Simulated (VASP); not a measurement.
# Pb (Cmce) in VASP: relaxation of cell and atoms with PBE

Aim: the relaxation of cell and atoms of Pb with PBE.

All numbers are computed with VASP 6.6.1; they aren't measurements. Logs are shortened: lines on timing, memory, paths and dates and some standing lists are left out, and cuts for length are marked.

## Step 1: The cell of the first run

It takes space group Cmce (No. 64, orthorhombic). The conventional cell has a = 6.638 Å, b = 4.387 Å, c = 8.949 Å, α = 90.00°, β = 90.00°, γ = 90.00°. Pb (site symmetry m) has 3 Pb at 2.47 to 3.24 Å within 3.3 Å.

## Step 2: Relaxation of cell and atoms, PBE

INCAR

```
SYSTEM = Pb
ALGO = Fast
EDIFF = 1E-6
EDIFFG = -0.04
ENCUT = 600
GGA = PE
IBRION = 2
ISIF = 3
ISMEAR = 0
LASPH = .True.
LCHARG = .False.
LREAL = .False.
LWAVE = .False.
NELM = 80
NSW = 90
PREC = Accurate
SIGMA = 0.1
```

KPOINTS

```
k-points
0
Gamma
  6 6 2
  0 0 0
```

POSCAR

```
Pb
1.0
    3.3191653959     -2.1937144140      0.0000000000
    3.3191653959      2.1937144140      0.0000000000
    0.0000000000      0.0000000000      8.9487078075
Pb
4
Direct
    0.8500000000      0.1500000000      0.1170000000
    0.6500000000      0.3500000000      0.6170000000
    0.1500000000      0.8500000000      0.8830000000
    0.3500000000      0.6500000000      0.3830000000
```

Potentials or basis: VASP PAW PBE potentials, release 64 (Pb_d).

The run is started by

```
$ cat potpaw_PBE.64/Pb_d/POTCAR > POTCAR
$ mpirun -np 1 vasp_std > vasp.out
```

OUTCAR:

```text
SYSTEM = Pb
   EDIFF = 1E-6
   EDIFFG = -0.04
   ENCUT = 600
   GGA = PE
   IBRION = 2
   ISIF = 3
   ISMEAR = 0
   LASPH = .True.
   LREAL = .False.
   NELM = 80
   NSW = 90
   PREC = Accurate

 ion  position               nearest neighbor table
   1  0.850  0.150  0.117-   3 2.47   4 3.24   4 3.24   3 3.72   3 4.02   3 4.02   4 4.08   4 4.08

   2  0.650  0.350  0.617-   4 2.47   3 3.24   3 3.24   4 3.72   4 4.02   4 4.02   3 4.08   3 4.08

   3  0.150  0.850  0.883-   1 2.47   2 3.24   2 3.24   1 3.72   1 4.02   1 4.02   2 4.08   2 4.08

   4  0.350  0.650  0.383-   2 2.47   1 3.24   1 3.24   2 3.72   2 4.02   2 4.02   1 4.08   1 4.08

  LATTYP: Found a base centered orthorhombic cell.
 ALAT       =     4.3874288280
 B/A-ratio  =     1.5130344108
 C/A-ratio  =     2.0396246089

  Lattice vectors:

 A1 = (  -3.3191653959,  -2.1937144140,   0.0000000000)
 A2 = (   3.3191653959,  -2.1937144140,   0.0000000000)
 A3 = (   0.0000000000,   0.0000000000,   8.9487078075)

Analysis of symmetry for initial positions (statically):
=====================================================================
 Subroutine PRICEL returns:
 Original cell was already a primitive cell.

 Routine SETGRP: Setting up the symmetry group for a
 base centered orthorhombic supercell.

 Subroutine GETGRP returns: Found  8 space group operations
 (whereof  4 operations were pure point group operations)
 out of a pool of  8 trial point group operations.

The static configuration has the point symmetry C_2h.
 The point group associated with its full space group is D_2h.

Analysis of symmetry for dynamics (positions and initial velocities):
=====================================================================
 Subroutine PRICEL returns:
 Original cell was already a primitive cell.

 Routine SETGRP: Setting up the symmetry group for a
 base centered orthorhombic supercell.

 Subroutine GETGRP returns: Found  8 space group operations
 (whereof  4 operations were pure point group operations)
 out of a pool of  8 trial point group operations.

The dynamic configuration has the point symmetry C_2h.
 The point group associated with its full space group is D_2h.

 Subroutine INISYM returns: Found  8 space group operations
 (whereof  4 operations are pure point group operations),
 and found     1 'primitive' translations

----------------------------------------------------------------------------------------

                                     Primitive cell

  volume of cell :     130.3165

  direct lattice vectors                    reciprocal lattice vectors
     3.319165396 -2.193714414  0.000000000     0.150640279 -0.227923925  0.000000000
     3.319165396  2.193714414  0.000000000     0.150640279  0.227923925  0.000000000
     0.000000000  0.000000000  8.948707807     0.000000000  0.000000000  0.111747978

  length of vectors
     3.978597976  3.978597976  8.948707807     0.273206532  0.273206532  0.111747978

  position of ions in fractional coordinates (direct lattice)
     0.850000000  0.150000000  0.117000000
     0.650000000  0.350000000  0.617000000
     0.150000000  0.850000000  0.883000000
     0.350000000  0.650000000  0.383000000

  ion indices of the primitive-cell ions
   primitive index   ion index
                 1           1
                 2           2
                 3           3
                 4           4

----------------------------------------------------------------------------------------

 KPOINTS: k-points

Automatic generation of k-mesh.
 Grid dimensions read from file:
 generate k-points for:    6    6    2

 Generating k-lattice:

  Cartesian coordinates                     Fractional coordinates (reciprocal lattice)
     0.025106713 -0.037987321  0.000000000     0.166666667  0.000000000  0.000000000
     0.025106713  0.037987321  0.000000000     0.000000000  0.166666667  0.000000000
     0.000000000  0.000000000  0.055873989     0.000000000  0.000000000  0.500000000

  Length of vectors
     0.045534422  0.045534422  0.055873989

  Shift w.r.t. Gamma in fractional coordinates (k-lattice)
     0.000000000  0.000000000  0.000000000

 Subroutine IBZKPT returns following result:
 ===========================================

 Found     26 irreducible k-points:

 Following reciprocal coordinates:
            Coordinates               Weight
  0.000000  0.000000  0.000000      1.000000
  0.166667  0.000000  0.000000      4.000000
  0.333333  0.000000  0.000000      4.000000
  0.500000  0.000000  0.000000      2.000000
  0.166667  0.166667  0.000000      2.000000
  0.333333  0.166667  0.000000      4.000000
[... 16 lines left out ...]
  0.333333  0.333333  0.500000      2.000000
  0.500000  0.333333  0.500000      4.000000
 [... further k-points ...]
   k-points           NKPTS =     26   k-points in BZ     NKDIM =     26   number of bands    NBANDS=     33
   number of dos      NEDOS =    301   number of ions     NIONS =      4
   total plane-waves  NPLWV =  73728
   dimension x,y,z NGX =    32 NGY =   32 NGZ =   72
   dimension x,y,z NGXF=    64 NGYF=   64 NGZF=  144
   ions per type =               4
   NGX,Y,Z   is equivalent  to a cutoff of  13.37, 13.37, 13.38 a.u.
   NGXF,Y,Z  is equivalent  to a cutoff of  26.74, 26.74, 26.75 a.u.
 SYSTEM =  Pb
   PREC   = accura    normal or accurate (medium, high low for compatibility)
   ISTART =      0    job   : 0-new  1-cont  2-samecut
   ICHARG =      2    charge: 1-file 2-atom 10-const
   ISPIN  =      1    spin polarized calculation?
   LNONCOLLINEAR =      F non collinear calculations
   LSORBIT =      F    spin-orbit coupling
   LASPH  =      T    aspherical Exc in radial PAW
   ENCUT  =  600.0 eV  44.10 Ry    6.64 a.u.   7.95  7.95 17.87*2*pi/ulx,y,z
   NELM   =     80;   NELMIN=  2; NELMDL= -5     # of ELM steps
   EDIFF  = 0.1E-05   stopping-criterion for ELM
   LREAL  =      F    real-space projection
   EDIFFG = -.4E-01   stopping-criterion for IOM
   NSW    =     90    number of steps for IOM
   IBRION =      2    ionic relax: 0-MD 1-quasi-New 2-CG
   NFREE  =      1    steps in history (QN), initial steepest desc. (CG)
   ISIF   =      3    stress and relaxation
   ISYM   =      2    0-nonsym 1-usesym 2-fastsym
   POTIM  = 0.5000    time-step for ionic-motion
   TEBEG  =    0.0;   TEEND  =   0.0 temperature during run
   PSTRESS=    0.0 pullay stress
   NELECT =      56.0000    total number of electrons
   NUPDOWN=      -1.0000    fix difference up-down
   EMIN   =  10.00;   EMAX   =-10.00  energy-range for DOS
   EFERMI =   0.00;   METHOD = LEGACY
   ISMEAR =     0;   SIGMA  =   0.10  broadening in eV -4-tet -1-fermi 0-gaus
   EFERMI_NEDOS =   21; number of points for ismear=-14 and -15
   IALGO  =     68    algorithm
   IMIX   =      4    mixing-type and parameters
     AMIX     =   0.40;   BMIX     =  1.00
     AMIX_MAG =   1.60;   BMIX_MAG =  1.00
  volume/ion in A,a.u.               =      32.58       219.85
  Fermi-wavevector in a.u.,A,eV,Ry     =   1.235391  2.334550 20.765085  1.526191
  Thomas-Fermi vector in A             =   2.370042
   LORBIT       =      0    0 simple, 1 ext, 2 COOP (PROOUT), +10 PAW based schemes
   GGA     = PE    functional components
   LHFCALC =     F    Hartree Fock is set to
   AEXX    =    0.0000 exact exchange contribution
   IVDW    =     0    specifies the selected vdW correction
   LEPSILON=     F    determine dielectric tensor
   LRPA    =     F    only Hartree local field effects (RPA)
 conjugate gradient relaxation of ions
 non-spin polarized calculation
 RMM-DIIS sequential band-by-band and
 Gauss-broadening in eV      SIGMA  =   0.10
  energy-cutoff  :      600.00
  volume of cell :      130.32
 maximum number of plane-waves:      4374
   NGX = 15   NGY = 15   NGZ = 35

--------------------------------------- Ionic step        1  -------------------------------------------

 number of electron      55.9999994 magnetization

 Free energy of the ion-electron system (eV)
  ---------------------------------------------------
  ext. energy  EPLUGINS =         0.00000000
  ---------------------------------------------------
  free energy    TOTEN  =       -10.61639848 eV

  energy without entropy =      -10.60521125  energy(sigma->0) =      -10.61080487

------------------------ aborting loop because EDIFF is reached ----------------------------------------

  FORCE on cell =-STRESS in cart. coord.  units (eV):
  Direction    XX          YY          ZZ          XY          YZ          ZX
  --------------------------------------------------------------------------------------
  -------------------------------------------------------------------------------------
  Total       -2.4381219      9.1116464     21.0126395      0.0000000     -0.0000000      0.0000000
  in kB      -29.9755171    112.0232409    258.3401371      0.0000000     -0.0000000      0.0000000
  external PRESSURE =     113.4626203 kB  Pullay stress =       0.0000000 kB
[... 61 lines left out ...]
  energy  without entropy=      -12.9848265669  energy(sigma->0) =      -12.99381073

--------------------------------------- Ionic step        3  -------------------------------------------

 number of electron      56.0000000 magnetization

 E-fermi :   4.8587     XC(G=0):  -9.0110

 val. band max:        4.8283143897   @ k =   0.5000   0.1667   0.0000
 cond. band min:       4.8847147372   @ k =   0.3333   0.3333   0.0000
 fundamental gap:      0.0564003474
 Fermi energy:         4.8587191499

 k-point     1 :       0.0000    0.0000    0.0000
  band No.  band energies     occupation
      1     -12.3901      2.00000
      2     -12.2696      2.00000
      3     -12.2692      2.00000
      4     -12.2202      2.00000
      5     -12.2012      2.00000
      6     -12.1635      2.00000
[... 886 lines left out ...]
  FREE ENERGIE OF THE ION-ELECTRON SYSTEM (eV)
  ---------------------------------------------------
  free  energy   TOTEN  =       -13.3432074712 eV

  energy  without entropy=      -13.3289977685  energy(sigma->0) =      -13.33610262

[... ionic steps 4 to 28 ...]

--------------------------------------- Ionic step       29  -------------------------------------------

 number of electron      56.0000000 magnetization

------------------------ aborting loop because EDIFF is reached ----------------------------------------

  FORCE on cell =-STRESS in cart. coord.  units (eV):
  Direction    XX          YY          ZZ          XY          YZ          ZX
  --------------------------------------------------------------------------------------
  -------------------------------------------------------------------------------------
  Total       -0.0053488      0.0639883     -0.2278552      0.0000000     -0.0000000      0.0000000
  in kB       -0.0657631      0.7867353     -2.8014786      0.0000000     -0.0000000      0.0000000
  external PRESSURE =      -0.6935021 kB  Pullay stress =       0.0000000 kB
[... 61 lines left out ...]
  energy  without entropy=      -14.1410412206  energy(sigma->0) =      -14.15060987

--------------------------------------- Ionic step       31  -------------------------------------------

 number of electron      55.9999994 magnetization

 Free energy of the ion-electron system (eV)
  ---------------------------------------------------
  ext. energy  EPLUGINS =         0.00000000
  ---------------------------------------------------
  free energy    TOTEN  =       -14.16167292 eV

  energy without entropy =      -14.14265159  energy(sigma->0) =      -14.15216225

 E-fermi :   6.5604     XC(G=0):  -9.8520

 val. band max:        6.5127377610   @ k =  -0.3333   0.3333   0.0000
 cond. band min:       6.5989884343   @ k =   0.1667   0.0000   0.0000
 fundamental gap:      0.0862506733
 Fermi energy:         6.5603543897

 k-point     1 :       0.0000    0.0000    0.0000
  band No.  band energies     occupation
      1     -10.6038      2.00000
      2     -10.5411      2.00000
      3     -10.5402      2.00000
      4     -10.5341      2.00000
      5     -10.4941      2.00000
      6     -10.4866      2.00000
[... 886 lines left out ...]
  FREE ENERGIE OF THE ION-ELECTRON SYSTEM (eV)
  ---------------------------------------------------
  free  energy   TOTEN  =       -14.1616729157 eV

  energy  without entropy=      -14.1426515930  energy(sigma->0) =      -14.15216225

 reached required accuracy - stopping structural energy minimisation
```

It took 49 min on 1 thread of Intel Xeon Platinum 8488C (Sapphire Rapids), shared host; peak memory 0.36 GiB.

What came out:

* Free energy: -14.1617 eV
* Relaxed volume: 32.50 Å³/atom
* Relaxed cell: a = 3.603 Å, b = 3.603 Å, c = 10.015 Å, α = 90.00°, β = 90.00°, γ = 90.84°
* Space group after relaxing (to 0.1 Å): Cmce (No. 64)
* Energy gained by relaxing: 886.3 meV/atom
* Ionic steps: 31
* Pressure after relaxing: 0.0 GPa
* Largest force after relaxing: 0.033 eV/Å
* Band gap on the k mesh: zero (bands 28 and 29 overlap by 3.48 eV)

Forces in eV/Å, atoms in the order of the input:
```
Pb   0.000  0.033 -0.001
Pb   0.000 -0.033 -0.001
Pb   0.000 -0.033  0.001
Pb   0.000  0.033  0.001
```

Stress tensor (GPa, compression positive):
```
 0.07  0.00  0.00
 0.00  0.13  0.00
 0.00  0.00 -0.17
```

Step by step:
| step | energy change (eV) | largest force (eV/Å) | pressure (GPa) | volume (Å³) |
| --- | --- | --- | --- | --- |
| 1 | 0.0000 | 5.8638 | 11.35 | 130.32 |
| 2 | -2.3864 | 0.0940 | -4.86 | 175.96 |
| 3 | -2.7268 | 0.3364 | -2.88 | 154.97 |
| 4 | -3.0663 | 0.2336 | -1.48 | 142.35 |
| 5 | -3.2426 | 0.3936 | 1.50 | 129.44 |
| 6 | -3.3942 | 0.3067 | 0.97 | 129.15 |
| 7 | -3.4310 | 0.2023 | 0.94 | 128.45 |
| 8 | -3.4334 | 0.2244 | 0.91 | 128.61 |
| 9 | -3.4543 | 0.1245 | -0.47 | 132.93 |
| 10 | -3.4543 | 0.1332 | -0.41 | 132.74 |
| 11 | -3.4656 | 0.1099 | -0.26 | 131.91 |
| 12 | -3.4764 | 0.1195 | 0.25 | 129.93 |
| 13 | -3.4831 | 0.1238 | -0.14 | 131.06 |
| 14 | -3.4870 | 0.1371 | -0.52 | 132.33 |
| 15 | -3.4875 | 0.1430 | -0.68 | 132.94 |
| 16 | -3.4896 | 0.1424 | -0.70 | 132.92 |
| 17 | -3.4952 | 0.1413 | -0.71 | 132.85 |
| 18 | -3.5019 | 0.1384 | -0.69 | 132.69 |
| 19 | -3.5137 | 0.1236 | -0.49 | 132.22 |
| 20 | -3.4946 | 0.0537 | -0.06 | 130.77 |
| 21 | -3.5213 | 0.1140 | -0.33 | 131.96 |
| 22 | -3.5222 | 0.0967 | -0.27 | 131.60 |
| 23 | -3.5228 | 0.1078 | -0.32 | 131.79 |
| 24 | -3.5291 | 0.0945 | 0.02 | 130.62 |
| 25 | -3.5323 | 0.0863 | 0.32 | 129.51 |
| 26 | -3.5308 | 0.0687 | 0.91 | 127.30 |
| 27 | -3.5330 | 0.0865 | 0.49 | 128.77 |
| 28 | -3.5378 | 0.0666 | 0.32 | 129.22 |
| 29 | -3.5427 | 0.0385 | -0.07 | 130.31 |
| 30 | -3.5438 | 0.0362 | -0.19 | 130.20 |
| 31 | -3.5453 | 0.0326 | 0.01 | 130.00 |

Final structure:
```cif
data_structure
_symmetry_space_group_name_H-M 'P 1'
_symmetry_Int_Tables_number 1
_cell_length_a 3.6029
_cell_length_b 3.6029
_cell_length_c 10.0154
_cell_angle_alpha 90.000
_cell_angle_beta 90.000
_cell_angle_gamma 90.843
_cell_volume 130.00
loop_
_atom_site_label
_atom_site_type_symbol
_atom_site_fract_x
_atom_site_fract_y
_atom_site_fract_z
_atom_site_occupancy
Pb1 Pb 0.76090 0.23910 0.12556 1
Pb2 Pb 0.73910 0.26090 0.62556 1
Pb3 Pb 0.23910 0.76090 0.87444 1
Pb4 Pb 0.26090 0.73910 0.37444 1
```

Levels at points of the mesh, in eV from the Fermi level:
| k point | band 25 | band 26 | band 27 | band 28 | band 29 | band 30 | band 31 | band 32 |
| --- | --- | --- | --- | --- | --- | --- | --- | --- |
| (0.00, 0.00, 0.00) | -2.94 | 1.78 | 1.86 | 1.96 | 1.96 | 3.56 | 3.62 | 3.63 |
| (0.50, 0.00, 0.00) | -3.90 | -3.90 | -1.00 | -1.00 | 0.49 | 0.49 | 4.80 | 4.80 |
| (0.50, 0.50, 0.00) | -3.12 | -3.02 | -1.35 | -1.29 | -1.22 | -1.17 | 0.21 | 0.23 |
| (0.00, 0.00, 0.50) | -1.09 | -1.09 | 2.25 | 2.25 | 2.33 | 2.33 | 4.85 | 4.85 |
| (0.50, 0.00, 0.50) | -2.89 | -2.89 | -2.85 | -2.85 | 2.99 | 2.99 | 3.13 | 3.13 |
| (0.50, 0.50, 0.50) | -2.65 | -2.65 | -2.54 | -2.54 | 0.54 | 0.54 | 0.74 | 0.74 |

Caveat: spin-orbit coupling is left out, which moves the levels of the heavy elements.
